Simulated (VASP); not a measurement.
# Fe2Ge (P6_3/mmc) in VASP: further runs

Fe2Ge is run at these levels: PBEsol; tasks: single point.

Program: VASP 6.6.1. These are calculated values, not measurements. Logs are shortened: lines on timing, memory, paths and dates and some standing lists are left out, and cuts for length are marked.

### Step 1. The cell of the first run

It takes space group P6_3/mmc (No. 194, hexagonal). The conventional cell has a = 3.960 Å, b = 3.960 Å, c = 4.800 Å, α = 90.00°, β = 90.00°, γ = 120.00°. Within 3.2 Å of Fe (site symmetry -3m) lie 8 Fe at 2.40 to 2.58 Å and 6 Ge at 2.58 Å. Within 3.0 Å of Fe (site symmetry -6m2) lie 5 Ge at 2.29 to 2.40 Å and 6 Fe at 2.58 Å. Within 3.0 Å of Ge (site symmetry -6m2) lie 11 Fe at 2.29 to 2.58 Å.

### Step 2. Single point, PBEsol, collinear spin, ferromagnetic start

The input, INCAR:

```
PREC = Accurate
ENCUT = 520
EDIFF = 1E-6
ISMEAR = 0
SIGMA = 0.1
LREAL = False
LASPH = True
NELM = 150
ALGO = Normal
ISIF = 2
LWAVE = False
LCHARG = False
ISPIN = 2
MAGMOM = 2.4 2.4 2.4 2.4 0 0
LORBIT = 11
LMAXMIX = 4
GGA = PS
NBANDS = 43
```

The input, KPOINTS:

```
Automatic mesh
0
Gamma
  8 8 6
```

The input, POSCAR:

```
Fe2Ge
1.0
    3.9604630769      0.0000000000      0.0000000000
   -1.9802267470      3.4298612420      0.0000000000
    0.0000000000      0.0000000000      4.7998048418
Fe Ge
4 2
Direct
    0.0000000000      0.0000000000      0.0000000000
    0.0000000000      0.0000000000      0.5000000000
    0.6666666667      0.3333333333      0.7500000000
    0.3333333333      0.6666666667      0.2500000000
    0.6666666667      0.3333333333      0.2500000000
    0.3333333333      0.6666666667      0.7500000000
```

Potentials or basis: VASP PAW PBE potentials, release 64 (Fe, Ge_d).

Run with:

```sh
$ cat potpaw_PBE.64/Fe/POTCAR potpaw_PBE.64/Ge_d/POTCAR > POTCAR
$ mpirun -np 1 vasp_std > vasp.out
```

OUTCAR:

```text
PREC = Accurate
   ENCUT = 520
   EDIFF = 1E-6
   ISMEAR = 0
   LREAL = False
   LASPH = True
   NELM = 150
   ISIF = 2
   ISPIN = 2
   LORBIT = 11
   GGA = PS

 ion  position               nearest neighbor table
   1  0.000  0.000  0.000-   2 2.40   2 2.40   4 2.58   5 2.58   6 2.58   3 2.58   4 2.58   6 2.58
                             3 2.58   5 2.58   3 2.58   5 2.58   4 2.58   6 2.58
   2  0.000  0.000  0.500-   1 2.40   1 2.40   4 2.58   5 2.58   6 2.58   3 2.58   4 2.58   6 2.58
                             3 2.58   5 2.58   3 2.58   5 2.58   4 2.58   6 2.58
   3  0.667  0.333  0.750-   6 2.29   6 2.29   6 2.29   5 2.40   5 2.40   1 2.58   2 2.58   1 2.58
                             2 2.58   1 2.58   2 2.58
   4  0.333  0.667  0.250-   5 2.29   5 2.29   5 2.29   6 2.40   6 2.40   1 2.58   2 2.58   2 2.58
                             1 2.58   2 2.58   1 2.58
   5  0.667  0.333  0.250-   4 2.29   4 2.29   4 2.29   3 2.40   3 2.40   1 2.58   2 2.58   1 2.58
                             2 2.58   1 2.58   2 2.58
   6  0.333  0.667  0.750-   3 2.29   3 2.29   3 2.29   4 2.40   4 2.40   1 2.58   2 2.58   2 2.58
                             1 2.58   2 2.58   1 2.58

  LATTYP: Found a hexagonal cell.
 ALAT       =     3.9604630769
 C/A-ratio  =     1.2119302083

  Lattice vectors:

 A1 = (   3.9604630769,   0.0000000000,   0.0000000000)
 A2 = (  -1.9802267470,   3.4298612420,   0.0000000000)
 A3 = (   0.0000000000,   0.0000000000,   4.7998048418)

Analysis of symmetry for initial positions (statically):
=====================================================================
 Subroutine PRICEL returns:
 Original cell was already a primitive cell.

 Routine SETGRP: Setting up the symmetry group for a
 hexagonal supercell.

 Subroutine GETGRP returns: Found 24 space group operations
 (whereof 12 operations were pure point group operations)
 out of a pool of 24 trial point group operations.

The static configuration has the point symmetry D_3d.
 The point group associated with its full space group is D_6h.

Analysis of symmetry for dynamics (positions and initial velocities):
=====================================================================
 Subroutine PRICEL returns:
 Original cell was already a primitive cell.

 Routine SETGRP: Setting up the symmetry group for a
 hexagonal supercell.

 Subroutine GETGRP returns: Found 24 space group operations
 (whereof 12 operations were pure point group operations)
 out of a pool of 24 trial point group operations.

The dynamic configuration has the point symmetry D_3d.
 The point group associated with its full space group is D_6h.

Analysis of structural, dynamic, and magnetic symmetry:
=====================================================================
 Subroutine PRICEL returns:
 Original cell was already a primitive cell.

 Routine SETGRP: Setting up the symmetry group for a
 hexagonal supercell.

 Subroutine GETGRP returns: Found 24 space group operations
 (whereof 12 operations were pure point group operations)
 out of a pool of 24 trial point group operations.

The overall configuration has the point symmetry D_3d.
 The point group associated with its full space group is D_6h.

 Subroutine INISYM returns: Found 24 space group operations
 (whereof 12 operations are pure point group operations),
 and found     1 'primitive' translations

----------------------------------------------------------------------------------------

                                     Primitive cell

  volume of cell :      65.1998

  direct lattice vectors                    reciprocal lattice vectors
     3.960463077  0.000000000  0.000000000     0.252495726  0.145778139  0.000000000
    -1.980226747  3.429861242  0.000000000     0.000000000  0.291556984  0.000000000
     0.000000000  0.000000000  4.799804842     0.000000000  0.000000000  0.208341804

  length of vectors
     3.960463077  3.960460341  4.799804842     0.291556783  0.291556984  0.208341804

  position of ions in fractional coordinates (direct lattice)
     0.000000000  0.000000000  0.000000000
     0.000000000  0.000000000  0.500000000
     0.666666667  0.333333333  0.750000000
     0.333333333  0.666666667  0.250000000
     0.666666667  0.333333333  0.250000000
     0.333333333  0.666666667  0.750000000

  ion indices of the primitive-cell ions
   primitive index   ion index
                 1           1
                 2           2
                 3           3
                 4           4
                 5           5
                 6           6

----------------------------------------------------------------------------------------

 KPOINTS: Automatic mesh

Automatic generation of k-mesh.
 Grid dimensions read from file:
 generate k-points for:    8    8    6

 Generating k-lattice:

  Cartesian coordinates                     Fractional coordinates (reciprocal lattice)
     0.031561966  0.018222267  0.000000000     0.125000000 -0.000000000  0.000000000
     0.000000000  0.036444623  0.000000000     0.000000000  0.125000000  0.000000000
     0.000000000  0.000000000  0.034723634     0.000000000  0.000000000  0.166666667

  Length of vectors
     0.036444598  0.036444623  0.034723634

  Shift w.r.t. Gamma in fractional coordinates (k-lattice)
     0.000000000  0.000000000  0.000000000

 Subroutine IBZKPT returns following result:
 ===========================================

 Found     40 irreducible k-points:

 Following reciprocal coordinates:
            Coordinates               Weight
  0.000000  0.000000  0.000000      1.000000
  0.125000 -0.000000  0.000000      6.000000
  0.250000 -0.000000  0.000000      6.000000
  0.375000  0.000000  0.000000      6.000000
  0.500000 -0.000000  0.000000      3.000000
  0.125000  0.125000  0.000000      6.000000
[... 16 lines left out ...]
  0.250000 -0.000000  0.333333     12.000000
  0.375000  0.000000  0.333333     12.000000
 [... further k-points ...]
   k-points           NKPTS =     40   k-points in BZ     NKDIM =     40   number of bands    NBANDS=     43
   number of dos      NEDOS =    301   number of ions     NIONS =      6
   total plane-waves  NPLWV =  32400
   dimension x,y,z NGX =    30 NGY =   30 NGZ =   36
   dimension x,y,z NGXF=    60 NGYF=   60 NGZF=   72
   ions per type =               4   2
   NGX,Y,Z   is equivalent  to a cutoff of  12.59, 12.59, 12.47 a.u.
   NGXF,Y,Z  is equivalent  to a cutoff of  25.19, 25.19, 24.94 a.u.
 SYSTEM =  unknown system
   PREC   = accura    normal or accurate (medium, high low for compatibility)
   ISTART =      0    job   : 0-new  1-cont  2-samecut
   ICHARG =      2    charge: 1-file 2-atom 10-const
   ISPIN  =      2    spin polarized calculation?
   LNONCOLLINEAR =      F non collinear calculations
   LSORBIT =      F    spin-orbit coupling
   LASPH  =      T    aspherical Exc in radial PAW
   ENCUT  =  520.0 eV  38.22 Ry    6.18 a.u.   7.36  7.36  8.92*2*pi/ulx,y,z
   NELM   =    150;   NELMIN=  2; NELMDL= -5     # of ELM steps
   EDIFF  = 0.1E-05   stopping-criterion for ELM
   LREAL  =      F    real-space projection
   EDIFFG = 0.1E-04   stopping-criterion for IOM
   NSW    =      0    number of steps for IOM
   IBRION =     -1    ionic relax: 0-MD 1-quasi-New 2-CG
   NFREE  =      0    steps in history (QN), initial steepest desc. (CG)
   ISIF   =      2    stress and relaxation
   ISYM   =      2    0-nonsym 1-usesym 2-fastsym
   POTIM  = 0.5000    time-step for ionic-motion
   TEBEG  =    0.0;   TEEND  =   0.0 temperature during run
   PSTRESS=    0.0 pullay stress
   NELECT =      60.0000    total number of electrons
   NUPDOWN=      -1.0000    fix difference up-down
   EMIN   =  10.00;   EMAX   =-10.00  energy-range for DOS
   EFERMI =   0.00;   METHOD = LEGACY
   ISMEAR =     0;   SIGMA  =   0.10  broadening in eV -4-tet -1-fermi 0-gaus
   EFERMI_NEDOS =   21; number of points for ismear=-14 and -15
   IALGO  =     38    algorithm
   IMIX   =      4    mixing-type and parameters
     AMIX     =   0.40;   BMIX     =  1.00
     AMIX_MAG =   1.60;   BMIX_MAG =  1.00
  volume/ion in A,a.u.               =      10.87        73.33
  Fermi-wavevector in a.u.,A,eV,Ry     =   1.592367  3.009138 34.499384  2.535633
  Thomas-Fermi vector in A             =   2.690763
   LORBIT       =     11    0 simple, 1 ext, 2 COOP (PROOUT), +10 PAW based schemes
   GGA     = PS    functional components
   LHFCALC =     F    Hartree Fock is set to
   AEXX    =    0.0000 exact exchange contribution
   IVDW    =     0    specifies the selected vdW correction
   LEPSILON=     F    determine dielectric tensor
   LRPA    =     F    only Hartree local field effects (RPA)
 spin polarized calculation
 Gauss-broadening in eV      SIGMA  =   0.10
  energy-cutoff  :      520.00
  volume of cell :       65.20
 maximum number of plane-waves:      1783
 NGX is ok and might be reduce to    30
   NGX = 15   NGY = 15   NGZ = 17

 number of electron      59.9999996 magnetization       6.2320375

 Free energy of the ion-electron system (eV)
  ---------------------------------------------------
  ext. energy  EPLUGINS =         0.00000000
  ---------------------------------------------------
  free energy    TOTEN  =       -45.90904123 eV

  energy without entropy =      -45.88332911  energy(sigma->0) =      -45.89618517

 E-fermi :   8.9634     XC(G=0): -13.8540

 val. band max:        8.9564556880   @ k =   0.2500   0.2500   0.1667
 cond. band min:       8.9635037448   @ k =   0.2500  -0.0000   0.1667
 fundamental gap:      0.0070480568
 Fermi energy:         8.9633703830

 spin component 1

 k-point     1 :       0.0000    0.0000    0.0000
  band No.  band energies     occupation
      1     -15.6890      1.00000
      2     -15.6814      1.00000
      3     -15.6550      1.00000
      4     -15.6550      1.00000
      5     -15.6286      1.00000
      6     -15.6286      1.00000
[... 34 lines left out ...]
     41      14.1423      0.00000
     42      14.2034      0.00000
[... 994 lines left out ...]
      2     -15.6733      1.00000
      3     -15.6482      1.00000
      4     -15.6444      1.00000
      5     -15.6352      1.00000
      6     -15.6336      1.00000
[... 34 lines left out ...]
     41      17.9613      0.00000
     42      18.4193      0.00000

 [... further k-points ...]

 spin component 2

 k-point     1 :       0.0000    0.0000    0.0000
  band No.  band energies     occupation
      1     -15.6972      1.00000
      2     -15.6897      1.00000
      3     -15.6676      1.00000
      4     -15.6675      1.00000
      5     -15.6348      1.00000
      6     -15.6348      1.00000
[... 34 lines left out ...]
     41      14.2812      0.00000
     42      14.7911      0.00000
[... 994 lines left out ...]
      2     -15.6822      1.00000
      3     -15.6601      1.00000
      4     -15.6542      1.00000
      5     -15.6434      1.00000
      6     -15.6416      1.00000
[... 34 lines left out ...]
     41      18.3321      0.00000
     42      18.8732      0.00000

 [... further k-points ...]

 [bands above 42 left out]

------------------------ aborting loop because EDIFF is reached ----------------------------------------

  FORCE on cell =-STRESS in cart. coord.  units (eV):
  Direction    XX          YY          ZZ          XY          YZ          ZX
  --------------------------------------------------------------------------------------
  -------------------------------------------------------------------------------------
  Total        6.9916518      6.9916502      6.1028248      0.0000098      0.0000000      0.0000000
  in kB      171.8083525    171.8083131    149.9668895      0.0002400      0.0000000      0.0000000
  external PRESSURE =     164.5278517 kB  Pullay stress =       0.0000000 kB

 VOLUME and BASIS-vectors are now :
 -----------------------------------------------------------------------------
  energy-cutoff  :      520.00
  volume of cell :       65.20
      direct lattice vectors                 reciprocal lattice vectors
     3.960463077  0.000000000  0.000000000     0.252495726  0.145778139  0.000000000
    -1.980226747  3.429861242  0.000000000     0.000000000  0.291556984  0.000000000
     0.000000000  0.000000000  4.799804842     0.000000000  0.000000000  0.208341804

 POSITION                                       TOTAL-FORCE (eV/Angst)
 -----------------------------------------------------------------------------------
      0.00000      0.00000      0.00000        -0.000000      0.000000      0.000000
      0.00000      0.00000      2.39990        -0.000000      0.000000      0.000000
      1.98023      1.14329      3.59985         0.000000     -0.000000      0.000000
      0.00000      2.28657      1.19995        -0.000000      0.000000      0.000000
      1.98023      1.14329      1.19995        -0.000000      0.000000      0.000000
      0.00000      2.28657      3.59985         0.000000     -0.000000      0.000000
 -----------------------------------------------------------------------------------
    total drift:                               -0.000000     -0.000000      0.000000

  FREE ENERGIE OF THE ION-ELECTRON SYSTEM (eV)
  ---------------------------------------------------
  free  energy   TOTEN  =       -45.9090412283 eV

  energy  without entropy=      -45.8833291066  energy(sigma->0) =      -45.89618517

 total charge

# of ion       s       p       d       tot
------------------------------------------
    1        0.440   0.586   6.372   7.398
    2        0.440   0.586   6.372   7.398
    3        0.465   0.598   6.643   7.705
    4        0.465   0.598   6.643   7.705
    5        1.099   1.435  10.171  12.704
    6        1.099   1.435  10.171  12.704
--------------------------------------------------
tot          4.008   5.237  46.370  55.615

 magnetization (x)

# of ion       s       p       d       tot
------------------------------------------
    1        0.000   0.007   2.081   2.088
    2        0.000   0.007   2.081   2.088
    3        0.004  -0.001   1.063   1.066
    4        0.004  -0.001   1.063   1.066
    5       -0.003  -0.066   0.009  -0.059
    6       -0.003  -0.066   0.009  -0.059
--------------------------------------------------
tot          0.004  -0.120   6.306   6.189
```

It took 3.4 min on 1 thread of Intel Xeon Platinum 8488C (Sapphire Rapids), shared host; peak memory 0.3 GiB.

What came out:

| Property | Result |
| --- | --- |
| Free energy | -45.9090 eV |
| Pressure | 16.5 GPa |
| Net moment | 6.23 μB per cell |
| Site moments | Fe +2.09, +1.07 (each value once); Ge -0.06 μB |
| Valence electrons inside the program's atomic spheres | Fe 7.40, 7.71 (each value once); Ge 12.70 |

Caveat: the cell stands under pressure; the PAW data sets were made with another functional, which shifts forces and pressure a little.

(Part 1 of 2 ends here.)
